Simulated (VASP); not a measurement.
Here is a VASP 6.6.1 calculation.

File INCAR:

```
PREC = Accurate
ENCUT = 520
EDIFF = 1E-6
ISMEAR = -1
SIGMA = 0.1
LREAL = F
LASPH = T
NELM = 80
ALGO = Normal
ISIF = 2
LWAVE = F
LCHARG = F
NBANDS = 11
```

The input KPOINTS:

```
regular mesh
0
Gamma
  24 24 24
```

Contents of POSCAR:

```
Pd
1.0
    0.0000000000      1.9099441487      1.9099441487
    1.9099441487      0.0000000000      1.9099441487
    1.9099441487      1.9099441487      0.0000000000
Pd
1
Direct
    0.0000000000      0.0000000000      0.0000000000
```

Potentials or basis: VASP PAW LDA potentials, release 64 (Pd).

Launch:

```bash
$ cat potpaw_LDA.64/Pd/POTCAR > POTCAR
$ mpirun -np 1 vasp_std > vasp.out
```

(1) Predict the pressure.

(2) Predict the band gap on the k mesh.

Answers

(1) 4.3 GPa.

(2) zero (band 5 reaches 10.94 eV, above the bottom of band 6 at 9.18 eV).
